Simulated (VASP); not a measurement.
**MgO (Periclase): single point with r2SCAN**

Crystal: MgO (Periclase).

```xyz
2
Lattice="0.0000 2.0593 2.0593 2.0593 0.0000 2.0593 2.0593 2.0593 0.0000" Properties=species:S:1:pos:R:3 pbc="T T T"
Mg    0.0000    0.0000    0.0000
O     2.0593    2.0593    2.0593
```

This cell differs from its parent crystal: volume scaled by 0.94.

```
Program             : VASP 6.6.1
Task                : single point
Functional          : r2SCAN
Potentials or basis : VASP PAW PBE potentials, release 64 (Mg, O)
Cutoff              : 520 eV
k mesh              : 10 × 10 × 10
Occupations         : gaussian, width 0.02 eV
Spin                : no spin polarisation
```

| Property | Result |
| --- | --- |
| Pressure | 10.6 GPa |
| Band gap on the k mesh | 6.32 eV, direct |

Levels at points of the mesh, in eV from the valence-band top:
| k point | band 1 | band 2 | band 3 | band 4 | band 5 | band 6 | band 7 | band 8 | band 9 |
| --- | --- | --- | --- | --- | --- | --- | --- | --- | --- |
| (0.00, 0.00, 0.00) | -18.56 | 0.00 | 0.00 | 0.00 | 6.32 | 17.23 | 17.23 | 17.23 | 21.57 |
| (0.50, 0.00, 0.00) | -17.14 | -4.92 | -0.75 | -0.75 | 9.26 | 14.62 | 18.15 | 18.15 | 23.47 |
| (0.50, 0.50, 0.00) | -16.86 | -4.39 | -1.47 | -1.47 | 10.12 | 11.84 | 15.06 | 21.47 | 21.47 |

Wall time 13 s on 1 thread of Intel(R) Xeon(R) 6975P-C (Granite Rapids) (shared host), peak memory 0.14 GiB.

Caveat: the PAW data sets were made with another functional, which shifts forces and pressure a little.
